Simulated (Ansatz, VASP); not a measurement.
**Mg: VASP beside Ansatz**

File INCAR:

```
SYSTEM = Mg
PREC = Accurate
ENCUT = 520
EDIFF = 1E-6
ISMEAR = -1
SIGMA = 0.1
LREAL = .FALSE.
LASPH = .TRUE.
NELM = 80
ALGO = Normal
ISIF = 2
LWAVE = .FALSE.
LCHARG = .FALSE.
GGA = PE
NBANDS = 9
```

File KPOINTS:

```
Automatic mesh
0
G
  9 9 9
  0 0 0
```

Contents of POSCAR:

```
Mg
1.0
    0.0000000000      3.2886841945      3.2886841945
    3.2886841945      0.0000000000      3.2886841945
    3.2886841945      3.2886841945      0.0000000000
Mg
2
Direct
    0.1250000000      0.1250000000      0.1250000000
    0.8750000000      0.8750000000      0.8750000000
```

Input for Ansatz:

```yaml
crystal:
  lattice:
    - [0.0, 3.2886841945, 3.2886841945]
    - [3.2886841945, 0.0, 3.2886841945]
    - [3.2886841945, 3.2886841945, 0.0]
  atoms:
    - { symbol: Mg, position: [0.125, 0.125, 0.125] }
    - { symbol: Mg, position: [0.875, 0.875, 0.875] }
hamiltonian:
  xc: pbe
  pseudopotentials:
    kind: paw
    azcp:
      Mg: "pseudopotentials/Mg.paw.azcp"
basis:
  ecutwfc: 420
  fft_grid_basis: typed
kpoints:
  mp_grid: { grid: [9, 9, 9], shift: [0, 0, 0] }
magnetization:
  spin_polarized: false
scf:
  occupations: { method: fermi_dirac, width: 0.1 }
  lower_state_search: "off"
output:
  stress: true
```

Alike in both runs: task single point; functional PBE; k mesh 9 × 9 × 9; occupations fermi-dirac, width 0.1 eV; no spin polarisation.

|  | VASP | Ansatz |
| --- | --- | --- |
| version | VASP 6.6.1 | Ansatz 0.2.0 |
| potentials or method | VASP PAW PBE potentials, release 64 (Mg), cutoff 520 eV | plane waves (420 eV) with PAW, scalar-relativistic |
| valence electrons in the cell | 4 | 20 |

```csv
,VASP,Ansatz,Ansatz less VASP
pressure (GPa),1.8,1.8,+0.01
```

The functional is the same, so the differences come from potentials, cutoffs and numerics. VASP's potentials hold 4 valence electrons a cell and Ansatz's 20, so a difference there can come from the potentials and not from the codes.
